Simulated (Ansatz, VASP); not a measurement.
**One calculation of LiF, two programs**

INCAR

```
SYSTEM = LiF
ALGO = Normal
EDIFF = 1E-6
ENCUT = 520
GGA = PE
ISIF = 2
ISMEAR = 0
LASPH = .True.
LCHARG = .False.
LREAL = .False.
LWAVE = .False.
NBANDS = 18
NELM = 80
PREC = Accurate
SIGMA = 0.01
```

File KPOINTS:

```
k-points
0
Gamma
  12 12 6
  0 0 0
```

File POSCAR:

```
LiF
1.0
    3.0810519480      0.0000000000      0.0000000000
   -1.5405259740      2.6682692574      0.0000000000
    0.0000000000      0.0000000000      4.7852337859
Li F
2 2
Direct
    0.3333333333      0.6666666667      0.3824388605
    0.6666666667      0.3333333333      0.8824388605
    0.3333333333      0.6666666667      0.9925591395
    0.6666666667      0.3333333333      0.4925591395
```

Input for Ansatz:

```yaml
crystal:
  lattice:
    - [3.081051948, 0.0, 0.0]
    - [-1.540525974, 2.6682692574, 0.0]
    - [0.0, 0.0, 4.7852337859]
  atoms:
    - { symbol: Li, position: [0.3333333333, 0.6666666667, 0.3824388605] }
    - { symbol: Li, position: [0.6666666667, 0.3333333333, 0.8824388605] }
    - { symbol: F, position: [0.3333333333, 0.6666666667, 0.9925591395] }
    - { symbol: F, position: [0.6666666667, 0.3333333333, 0.4925591395] }
kpoints:
  mp_grid: { grid: [12, 12, 6] }
  band_path:
    path:
      - [0.0, 0.0, 0.0]
      - [0.5, 0.0, 0.0]
      - [0.3333333333, 0.3333333333, 0.0]
      - [0.0, 0.0, 0.5]
      - [0.5, 0.0, 0.5]
      - [0.3333333333, 0.3333333333, 0.5]
    npoints: 1
hamiltonian:
  xc: pbe
scf:
  occupations: { method: fixed }
  n_extra_bands: 5
output:
  forces: true
  stress: true
  eigenvalues: true
```

Alike in both runs: task single point; functional PBE; k mesh 12 × 12 × 6; no spin polarisation.

|  | VASP | Ansatz |
| --- | --- | --- |
| version | VASP 6.6.1 | Ansatz 0.2.0 |
| potentials or method | VASP PAW PBE potentials, release 64 (Li_sv, F) | plane waves, PAW |
| plane-wave cutoff (eV) | 520 | 420 |
| occupations | gaussian, width 0.01 eV | fixed |
| valence electrons in the cell | 20 | 20 |

```tsv
	VASP	Ansatz	Ansatz less VASP
gap on the k mesh at the Fermi level (eV)	7.84	7.85	+0.013
```

Noted on VASP's run: the cutoff is short for stress, so the pressure is rough.
